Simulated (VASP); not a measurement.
# Si2Sb (Cccm) in VASP: a series of runs

Runs on Si2Sb. Level: PBE. Tasks: single point.

Program: VASP 6.6.1. These are calculated values, not measurements. Logs are shortened: lines on timing, memory, paths and dates and some standing lists are left out, and cuts for length are marked.

### 1 The cell of the first run

The structure is orthorhombic, space group Cccm (No. 66). Conventional cell: a = 8.381 Å, b = 8.901 Å, c = 4.955 Å, α = 90.00°, β = 90.00°, γ = 90.00°. Within 3.2 Å of Si (site symmetry 2) lie 3 Si at 2.43 to 2.48 Å and 2 Sb at 2.69 Å. Sb (site symmetry 2/m) has 4 Si at 2.69 Å within 3.6 Å.

### 2 Single point, PBE

File INCAR:

```
SYSTEM = Si2Sb
PREC = Accurate
ENCUT = 520
EDIFF = 1E-6
ISMEAR = 0
SIGMA = 0.1
LREAL = .FALSE.
LASPH = .TRUE.
NELM = 100
ALGO = Normal
ISIF = 2
LWAVE = .FALSE.
LCHARG = .FALSE.
GGA = PE
NBANDS = 22
```

File KPOINTS:

```
Automatic mesh
0
G
  4 4 4
  0 0 0
```

File POSCAR:

```
Si2Sb
1.0
    4.4502610068     -4.1904049795      0.0000000000
    4.4502610068      4.1904049795      0.0000000000
    0.0000000000      0.0000000000      4.9552331576
Si Sb
4 2
Direct
    0.8549633243      0.1450366757      0.2500000000
    0.1450366757      0.8549633243      0.2500000000
    0.8549633243      0.1450366757      0.7500000000
    0.1450366757      0.8549633243      0.7500000000
    0.0000000000      0.5000000000      0.0000000000
    0.5000000000      0.0000000000      0.5000000000
```

Potentials or basis: VASP PAW PBE potentials, release 64 (Si, Sb).

Run with:

```sh
> cat potpaw_PBE.64/Si/POTCAR potpaw_PBE.64/Sb/POTCAR > POTCAR
> mpirun -np 1 vasp_std > vasp.out
```

OUTCAR:

```text
SYSTEM = Si2Sb
   PREC = Accurate
   ENCUT = 520
   EDIFF = 1E-6
   ISMEAR = 0
   LREAL = .FALSE.
   LASPH = .TRUE.
   NELM = 100
   ISIF = 2
   GGA = PE

 ion  position               nearest neighbor table
   1  0.855  0.145  0.250-   2 2.43   3 2.48   3 2.48   6 2.69   5 2.69
   2  0.145  0.855  0.250-   1 2.43   4 2.48   4 2.48   6 2.69   5 2.69
   3  0.855  0.145  0.750-   4 2.43   1 2.48   1 2.48   6 2.69   5 2.69
   4  0.145  0.855  0.750-   3 2.43   2 2.48   2 2.48   6 2.69   5 2.69
   5  0.000  0.500  0.000-   1 2.69   2 2.69   3 2.69   4 2.69
   6  0.500  0.000  0.500-   1 2.69   2 2.69   3 2.69   4 2.69

  LATTYP: Found a base centered orthorhombic cell.
 ALAT       =     8.3808099590
 B/A-ratio  =     1.0620121512
 C/A-ratio  =     0.5912594584

  Lattice vectors:

 A1 = (  -4.4502610068,  -4.1904049795,   0.0000000000)
 A2 = (   4.4502610068,  -4.1904049795,   0.0000000000)
 A3 = (   0.0000000000,   0.0000000000,   4.9552331576)

Analysis of symmetry for initial positions (statically):
=====================================================================
 Subroutine PRICEL returns:
 Original cell was already a primitive cell.

 Routine SETGRP: Setting up the symmetry group for a
 base centered orthorhombic supercell.

 Subroutine GETGRP returns: Found  8 space group operations
 (whereof  4 operations were pure point group operations)
 out of a pool of  8 trial point group operations.

The static configuration has the point symmetry C_2h.
 The point group associated with its full space group is D_2h.

Analysis of symmetry for dynamics (positions and initial velocities):
=====================================================================
 Subroutine PRICEL returns:
 Original cell was already a primitive cell.

 Routine SETGRP: Setting up the symmetry group for a
 base centered orthorhombic supercell.

 Subroutine GETGRP returns: Found  8 space group operations
 (whereof  4 operations were pure point group operations)
 out of a pool of  8 trial point group operations.

The dynamic configuration has the point symmetry C_2h.
 The point group associated with its full space group is D_2h.

 Subroutine INISYM returns: Found  8 space group operations
 (whereof  4 operations are pure point group operations),
 and found     1 'primitive' translations

----------------------------------------------------------------------------------------

                                     Primitive cell
[... 97 lines left out ...]
   EDIFFG = 0.1E-04   stopping-criterion for IOM
   NSW    =      0    number of steps for IOM
   IBRION =     -1    ionic relax: 0-MD 1-quasi-New 2-CG
   NFREE  =      0    steps in history (QN), initial steepest desc. (CG)
   ISIF   =      2    stress and relaxation
   ISYM   =      2    0-nonsym 1-usesym 2-fastsym
   POTIM  = 0.5000    time-step for ionic-motion
   TEBEG  =    0.0;   TEEND  =   0.0 temperature during run
   PSTRESS=    0.0 pullay stress
   NELECT =      26.0000    total number of electrons
   NUPDOWN=      -1.0000    fix difference up-down
   EMIN   =  10.00;   EMAX   =-10.00  energy-range for DOS
   EFERMI =   0.00;   METHOD = LEGACY
   ISMEAR =     0;   SIGMA  =   0.10  broadening in eV -4-tet -1-fermi 0-gaus
   EFERMI_NEDOS =   21; number of points for ismear=-14 and -15
   IALGO  =     38    algorithm
   IMIX   =      4    mixing-type and parameters
     AMIX     =   0.40;   BMIX     =  1.00
     AMIX_MAG =   1.60;   BMIX_MAG =  1.00
  volume/ion in A,a.u.               =      30.80       207.86
  Fermi-wavevector in a.u.,A,eV,Ry     =   0.851440  1.608988  9.863546  0.724950
  Thomas-Fermi vector in A             =   1.967573
   LORBIT       =      0    0 simple, 1 ext, 2 COOP (PROOUT), +10 PAW based schemes
   GGA     = PE    functional components
   LHFCALC =     F    Hartree Fock is set to
   AEXX    =    0.0000 exact exchange contribution
   IVDW    =     0    specifies the selected vdW correction
   LEPSILON=     F    determine dielectric tensor
   LRPA    =     F    only Hartree local field effects (RPA)
 non-spin polarized calculation
 Gauss-broadening in eV      SIGMA  =   0.10
  energy-cutoff  :      520.00
  volume of cell :      184.81
 maximum number of plane-waves:      5000
 NGX is ok and might be reduce to    48
   NGX = 23   NGY = 23   NGZ = 19

 number of electron      26.0000000 magnetization

 Free energy of the ion-electron system (eV)
  ---------------------------------------------------
  ext. energy  EPLUGINS =         0.00000000
  ---------------------------------------------------
  free energy    TOTEN  =       -25.96624269 eV

  energy without entropy =      -25.95416213  energy(sigma->0) =      -25.96020241

 E-fermi :   3.6198     XC(G=0):  -8.0358

 val. band max:        3.5751056576   @ k =  -0.2500   0.2500   0.2500
 cond. band min:       3.6230845764   @ k =   0.2500   0.0000   0.5000
 fundamental gap:      0.0479789188
 Fermi energy:         3.6197602027

 k-point     1 :       0.0000    0.0000    0.0000
  band No.  band energies     occupation
      1      -8.4182      2.00000
      2      -5.8316      2.00000
      3      -5.4157      2.00000
      4      -3.7002      2.00000
      5      -2.4378      2.00000
      6      -1.7855      2.00000
[... 514 lines left out ...]
     21       8.2927      0.00000
     22       8.2927      0.00000

------------------------ aborting loop because EDIFF is reached ----------------------------------------

  FORCE on cell =-STRESS in cart. coord.  units (eV):
  Direction    XX          YY          ZZ          XY          YZ          ZX
  --------------------------------------------------------------------------------------
  -------------------------------------------------------------------------------------
  Total        0.0981183     -0.1396976     -0.2760360      0.0000000      0.0000000      0.0000000
  in kB        0.8505993     -1.2110553     -2.3929890      0.0000000      0.0000000      0.0000000
  external PRESSURE =      -0.9178150 kB  Pullay stress =       0.0000000 kB

 VOLUME and BASIS-vectors are now :
 -----------------------------------------------------------------------------
  energy-cutoff  :      520.00
  volume of cell :      184.81
      direct lattice vectors                 reciprocal lattice vectors
     4.450261007 -4.190404980  0.000000000     0.112352961 -0.119320209  0.000000000
     4.450261007  4.190404980  0.000000000     0.112352961  0.119320209  0.000000000
     0.000000000  0.000000000  4.955233158     0.000000000  0.000000000  0.201806851

 POSITION                                       TOTAL-FORCE (eV/Angst)
 -----------------------------------------------------------------------------------
      4.45026     -2.97488      1.23881         0.000000     -0.016901      0.000000
      4.45026      2.97488      1.23881         0.000000      0.016901      0.000000
      4.45026     -2.97488      3.71642         0.000000     -0.016901      0.000000
      4.45026      2.97488      3.71642         0.000000      0.016901      0.000000
      2.22513      2.09520      0.00000         0.000000      0.000000      0.000000
      2.22513     -2.09520      2.47762         0.000000      0.000000      0.000000
 -----------------------------------------------------------------------------------
    total drift:                                0.000000      0.000000      0.000000

  FREE ENERGIE OF THE ION-ELECTRON SYSTEM (eV)
  ---------------------------------------------------
  free  energy   TOTEN  =       -25.9662426908 eV

  energy  without entropy=      -25.9541621283  energy(sigma->0) =      -25.96020241
```

stdout:

```text
POSCAR found type information on POSCAR SiSb
 POSCAR found :  2 types and       6 ions
 scaLAPACK will be used
 LDA part: xc-table for (Slater+PW92), standard interpolation
 POSCAR, INCAR and KPOINTS ok, starting setup
 FFT: planning ... GRIDC
 FFT: planning ... GRID_SOFT
 FFT: planning ... GRID
 WAVECAR not read
 entering main loop
```

Wall time 88 s (1 thread of Oxide Virtual Turin-like, shared host); peak memory 0.28 GiB.

What came out:

```
Free energy            : -25.9662 eV
Pressure               : -0.1 GPa
Largest force          : 0.017 eV/Å
Band gap on the k mesh : zero (band 13 reaches 4.68 eV, above the bottom of band 14 at 2.94 eV)
```

Forces on the atoms (eV/Å):
```
Si   0.000 -0.017  0.000
Si   0.000  0.017  0.000
Si   0.000 -0.017  0.000
Si   0.000  0.017  0.000
Sb   0.000  0.000  0.000
Sb   0.000  0.000  0.000
```

Levels at points of the mesh, in eV from the Fermi level:
```
           k point  band 9  band 10  band 11  band 12  band 13  band 14  band 15  band 16  band 17  band 18
(0.00, 0.00, 0.00)   -2.59    -2.14    -1.53    -0.89    -0.74    -0.68     1.01     1.32     2.10     2.99
(0.50, 0.00, 0.00)   -2.91    -2.29    -1.15    -1.14    -0.91    -0.49     0.80     1.37     2.43     3.42
(0.50, 0.50, 0.00)   -2.87    -2.53    -2.18    -0.82     0.10     0.15     0.74     1.90     2.82     2.92
(0.00, 0.00, 0.50)   -2.90    -2.90    -0.37    -0.37    -0.36    -0.36     2.04     2.04     2.85     2.85
(0.50, 0.00, 0.50)   -2.97    -1.59    -0.68    -0.30     0.24     0.97     1.29     1.35     2.24     2.59
(0.50, 0.50, 0.50)   -1.45    -1.45    -1.30    -1.30     0.74     0.74     1.66     1.66     2.08     2.08
```

Caveat: spin-orbit coupling is left out, which moves the levels of the heavy elements.

### 3 Single point, PBE

This run uses another cell than the first one, of 31.08 Å³/atom, 1.009 times its volume.

File INCAR:

```
  PREC = Accurate
  ENCUT = 520
  EDIFF = 1E-7
  ISMEAR = 0
  SIGMA = 0.1
  LREAL = F
  LASPH = T
  NELM = 100
  ALGO = Normal
  ISIF = 2
  LWAVE = F
  LCHARG = T
  GGA = PE
  LELF = T
  LVHAR = T
  NBANDS = 22
```

File KPOINTS:

```
Automatic mesh
0
Gamma
  6 6 8
```

File POSCAR:

```
Si2Sb
1.0
    4.2304465630     -4.3877961802      0.0000000000
    4.2304465630      4.3877961802      0.0000000000
    0.0000000000      0.0000000000      5.0238420845
Si Sb
4 2
Direct
    0.8576939384      0.8576939384      0.2500000000
    0.1423060616      0.1423060616      0.2500000000
    0.8576939384      0.8576939384      0.7500000000
    0.1423060616      0.1423060616      0.7500000000
    0.5000000000      0.0000000000      0.0000000000
    0.0000000000      0.5000000000      0.5000000000
```

Potentials or basis: VASP PAW PBE potentials, release 64 (Si, Sb).

Run with:

```sh
> cat potpaw_PBE.64/Si/POTCAR potpaw_PBE.64/Sb/POTCAR > POTCAR
> mpirun -np 1 vasp_std > vasp.out
```

OUTCAR:

```text
PREC = Accurate
   ENCUT = 520
   EDIFF = 1E-7
   ISMEAR = 0
   LREAL = F
   LASPH = T
   NELM = 100
   ISIF = 2
   GGA = PE

 ion  position               nearest neighbor table
   1  0.858  0.858  0.250-   2 2.41   3 2.51   3 2.51   6 2.69   5 2.69
   2  0.142  0.142  0.250-   1 2.41   4 2.51   4 2.51   6 2.69   5 2.69
   3  0.858  0.858  0.750-   4 2.41   1 2.51   1 2.51   6 2.69   5 2.69
   4  0.142  0.142  0.750-   3 2.41   2 2.51   2 2.51   6 2.69   5 2.69
   5  0.500  0.000  0.000-   1 2.69   2 2.69   3 2.69   4 2.69
   6  0.000  0.500  0.500-   1 2.69   2 2.69   3 2.69   4 2.69

  LATTYP: Found a base centered orthorhombic cell.
 ALAT       =     8.4608931260
 B/A-ratio  =     1.0371945644
 C/A-ratio  =     0.5937720770

  Lattice vectors:

 A1 = (   4.2304465630,  -4.3877961802,   0.0000000000)
 A2 = (   4.2304465630,   4.3877961802,   0.0000000000)
 A3 = (   0.0000000000,   0.0000000000,   5.0238420845)

Analysis of symmetry for initial positions (statically):
=====================================================================
 Subroutine PRICEL returns:
 Original cell was already a primitive cell.

 Routine SETGRP: Setting up the symmetry group for a
 base centered orthorhombic supercell.

 Subroutine GETGRP returns: Found  8 space group operations
 (whereof  4 operations were pure point group operations)
 out of a pool of  8 trial point group operations.

The static configuration has the point symmetry C_2h.
 The point group associated with its full space group is D_2h.

Analysis of symmetry for dynamics (positions and initial velocities):
=====================================================================
 Subroutine PRICEL returns:
 Original cell was already a primitive cell.

 Routine SETGRP: Setting up the symmetry group for a
 base centered orthorhombic supercell.

[... 128 lines left out ...]
   ISMEAR =     0;   SIGMA  =   0.10  broadening in eV -4-tet -1-fermi 0-gaus
   EFERMI_NEDOS =   21; number of points for ismear=-14 and -15
   IALGO  =     38    algorithm
   IMIX   =      4    mixing-type and parameters
     AMIX     =   0.40;   BMIX     =  1.00
     AMIX_MAG =   1.60;   BMIX_MAG =  1.00
  volume/ion in A,a.u.               =      31.08       209.77
  Fermi-wavevector in a.u.,A,eV,Ry     =   0.848854  1.604102  9.803723  0.720553
  Thomas-Fermi vector in A             =   1.964583
   LORBIT       =      0    0 simple, 1 ext, 2 COOP (PROOUT), +10 PAW based schemes
   GGA     = PE    functional components
   LHFCALC =     F    Hartree Fock is set to
   AEXX    =    0.0000 exact exchange contribution
   IVDW    =     0    specifies the selected vdW correction
   LEPSILON=     F    determine dielectric tensor
   LRPA    =     F    only Hartree local field effects (RPA)
 non-spin polarized calculation
 Gauss-broadening in eV      SIGMA  =   0.10
  energy-cutoff  :      520.00
  volume of cell :      186.51
 maximum number of plane-waves:      5048
 NGX is ok and might be reduce to    48
   NGX = 23   NGY = 23   NGZ = 19

 number of electron      26.0000001 magnetization

 Free energy of the ion-electron system (eV)
  ---------------------------------------------------
  ext. energy  EPLUGINS =         0.00000000
  ---------------------------------------------------
  free energy    TOTEN  =       -25.89014565 eV

  energy without entropy =      -25.87587563  energy(sigma->0) =      -25.88301064

 E-fermi :   3.4615     XC(G=0):  -7.9840

 val. band max:        3.4587828143   @ k =   0.1667   0.0000   0.5000
 cond. band min:       3.4709179714   @ k =   0.5000   0.3333   0.0000
 fundamental gap:      0.0121351571
 Fermi energy:         3.4615236622

 k-point     1 :       0.0000    0.0000    0.0000
  band No.  band energies     occupation
      1      -8.4437      2.00000
      2      -5.9332      2.00000
      3      -5.3575      2.00000
      4      -3.7445      2.00000
      5      -2.6711      2.00000
      6      -1.8036      2.00000
[... 589 lines left out ...]
     21       8.1935      0.00000
     22       8.4368      0.00000

 [... further k-points ...]
[... 5 lines left out ...]
  --------------------------------------------------------------------------------------
  -------------------------------------------------------------------------------------
  Total        0.0093703      0.1653772      0.0205742      0.0000000      0.0000000      0.0000000
  in kB        0.0804945      1.4206520      0.1767402      0.0000000      0.0000000      0.0000000
  external PRESSURE =       0.5592956 kB  Pullay stress =       0.0000000 kB

 VOLUME and BASIS-vectors are now :
 -----------------------------------------------------------------------------
  energy-cutoff  :      520.00
  volume of cell :      186.51
      direct lattice vectors                 reciprocal lattice vectors
     4.230446563 -4.387796180  0.000000000     0.118190832 -0.113952422  0.000000000
     4.230446563  4.387796180  0.000000000     0.118190832  0.113952422  0.000000000
     0.000000000  0.000000000  5.023842085     0.000000000  0.000000000  0.199050843

 POSITION                                       TOTAL-FORCE (eV/Angst)
 -----------------------------------------------------------------------------------
      7.25686      0.00000      1.25596         0.010828     -0.000000      0.000000
      1.20404      0.00000      1.25596        -0.010828     -0.000000      0.000000
      7.25686      0.00000      3.76788         0.010828     -0.000000      0.000000
      1.20404      0.00000      3.76788        -0.010828     -0.000000      0.000000
      2.11522     -2.19390      0.00000        -0.000000      0.000000      0.000000
      2.11522      2.19390      2.51192        -0.000000     -0.000000      0.000000
 -----------------------------------------------------------------------------------
    total drift:                                0.000000      0.000000      0.000000

  FREE ENERGIE OF THE ION-ELECTRON SYSTEM (eV)
  ---------------------------------------------------
  free  energy   TOTEN  =       -25.8901456469 eV

  energy  without entropy=      -25.8758756306  energy(sigma->0) =      -25.88301064
```

Run time: 5.8 min. Hardware: 1 thread of Oxide Virtual Turin-like, shared host; peak memory 0.39 GiB.

Results:

```yaml
Free_energy: -25.8901 eV
Pressure: 0.1 GPa
Largest_force: 0.011 eV/Å
Band_gap_on_the_k_mesh: zero (band 13 reaches 4.47 eV, above the bottom of band 14 at 2.98 eV)
```

Forces in eV/Å, atoms in the order of the input:
```
Si   0.011  0.000  0.000
Si  -0.011  0.000  0.000
Si   0.011  0.000  0.000
Si  -0.011  0.000  0.000
Sb   0.000  0.000  0.000
Sb   0.000  0.000  0.000
```

Stress tensor (GPa, compression positive):
```
0.01 0.00 0.00
0.00 0.14 0.00
0.00 0.00 0.02
```

Levels at points of the mesh, in eV from the Fermi level:
| k point | band 11 | band 12 | band 13 | band 14 | band 15 | band 16 |
| --- | --- | --- | --- | --- | --- | --- |
| (0.00, 0.00, 0.00) | -1.54 | -0.96 | -0.71 | -0.46 | 0.99 | 1.49 |
| (0.50, 0.00, 0.00) | -1.18 | -0.99 | -0.75 | -0.48 | 0.98 | 1.39 |
| (0.50, 0.50, 0.00) | -2.19 | -0.72 | 0.12 | 0.31 | 0.72 | 2.09 |
| (0.00, 0.00, 0.50) | -0.26 | -0.26 | -0.18 | -0.18 | 2.00 | 2.00 |
| (0.50, 0.00, 0.50) | -0.63 | -0.21 | 0.37 | 1.13 | 1.27 | 1.34 |
| (0.50, 0.50, 0.50) | -1.12 | -1.12 | 0.85 | 0.85 | 1.60 | 1.60 |

Caveat: spin-orbit coupling is left out, which moves the levels of the heavy elements.
